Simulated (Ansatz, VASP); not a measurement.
## Ge: VASP beside Ansatz

File POSCAR:

```
Ge
1.0
    2.8658316000      2.8658316000      0.0000000000
   -2.8658316000      2.8658316000      0.0000000000
    0.0000000000      2.8658316000      2.8658316000
Ge
2
Direct
    0.5000000000      0.5000000000      0.0000000000
    0.7500000000      0.2500000000      0.5000000000
```

File INCAR.step1:

```
  PREC = Accurate
  ENCUT = 520
  ISMEAR = 0
  SIGMA = 0.01
  LREAL = F
  LASPH = T
  NELM = 100
  NBANDS = 21
  GGA = PE
  ALGO = Normal
  EDIFF = 1E-4
  LWAVE = T
  LCHARG = F
```

Contents of INCAR.step2:

```
  PREC = Accurate
  ENCUT = 520
  EDIFF = 1E-6
  ISMEAR = 0
  SIGMA = 0.01
  LREAL = F
  LASPH = T
  NELM = 100
  ALGO = Normal
  ISIF = 2
  LWAVE = F
  LCHARG = F
  METAGGA = R2SCAN
  LMIXTAU = T
  NBANDS = 21
  ISTART = 1
```

The input KPOINTS:

```
regular mesh
0
Gamma
  12 12 12
```

Input for Ansatz:

```yaml
crystal:
  lattice:
    - [2.8658316, 2.8658316, 0.0]
    - [-2.8658316, 2.8658316, 0.0]
    - [0.0, 2.8658316, 2.8658316]
  atoms:
    - { symbol: Ge, position: [0.5, 0.5, 0.0] }
    - { symbol: Ge, position: [0.75, 0.25, 0.5] }
kpoints:
  mp_grid: { grid: [12, 12, 12] }
scf:
  occupations: { method: fixed }
  convergence: { dr2_threshold: 1.0e-10 }
hamiltonian:
  xc: r2scan
  pseudopotentials: { kind: paw }
output:
  forces: true
  stress: true
  eigenstates:
    kpoints:
      - [0.0, 0.0, 0.0]
      - [0.5, 0.0, 0.0]
      - [0.0, 0.5, 0.5]
      - [0.0, -0.5, 0.0]
      - [0.5, 0.0, 0.5]
      - [0.401549592, -0.401549592, 0.0]
      - [0.401549592, 0.401549592, 0.401549592]
      - [0.0, 0.0, 0.401549592]
      - [-0.5, -0.5, -0.5]
      - [-0.5, 0.5, 0.0]
      - [0.0, 0.0, -0.5]
  eigenvalues: true
```

Alike in both runs: task single point; functional r2SCAN; k mesh 12 × 12 × 12; no spin polarisation.

|  | VASP | Ansatz |
| --- | --- | --- |
| version | VASP 6.6.1 | Ansatz 0.2.0 |
| potentials or method | VASP PAW PBE potentials, release 64 (Ge_d) | PAW with Ansatz's default frozen-core files, scalar-relativistic |
| plane-wave cutoff (eV) | 520 | 500 |
| occupations | gaussian, width 0.01 eV | fixed |
| valence electrons in the cell | 28 | 28 |

VASP gave:

```
gap on the k mesh at the Fermi level (eV) : 0.03
pressure (GPa)                            : -1.9
```

Q: What did Ansatz give for the same quantities?

A: gap on the k mesh at the Fermi level (eV): 0.07; pressure (GPa): -2.0.

VASP's potentials were made for PBE, not for r2SCAN.
